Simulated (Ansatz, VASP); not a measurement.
**One calculation of TiB2, two programs**

```xyz
3
Lattice="3.0318 0.0000 0.0000 -1.5159 2.6716 0.0000 0.0000 0.0000 3.2242" Properties=species:S:1:pos:R:3 pbc="T T T"
Ti    0.0000    0.0000    0.0000
B     0.0000    1.7810    1.6121
B     1.5159    0.8905    1.6121
```

Change from the starting cell: strain +0.0175 x Voigt [0, 1, 0, 0, 0, 0], atoms carried along.

Alike in both runs: task single point; functional PBE; k mesh 18 × 18 × 14; occupations gaussian, width 0.15 eV; no spin polarisation.

|  | VASP | Ansatz |
| --- | --- | --- |
| version | VASP 6.6.1 | Ansatz 0.2.0 |
| potentials or method | VASP PAW PBE potentials, release 64 (Ti_sv, B), cutoff 520 eV | scalar-relativistic, plane waves, PAW |
| valence electrons in the cell | 18 | 18 |

|  | VASP | Ansatz | Ansatz less VASP |
| --- | --- | --- | --- |
| gap on the k mesh at the Fermi level (eV) | none | none | - |
| pressure (GPa) | -4.3 | -4.5 | -0.21 |
| traceless stress, the component that is largest in VASP (GPa) | -6.32 | -6.31 | +0.013 |
| rms of the force components (eV/Å) | 0.018 | 0.017 | -0.0003 |

Atom by atom the forces differ by 0.000 eV/Å (rms over components). A gap of «none» marks a metal or a gap that the smearing closes.
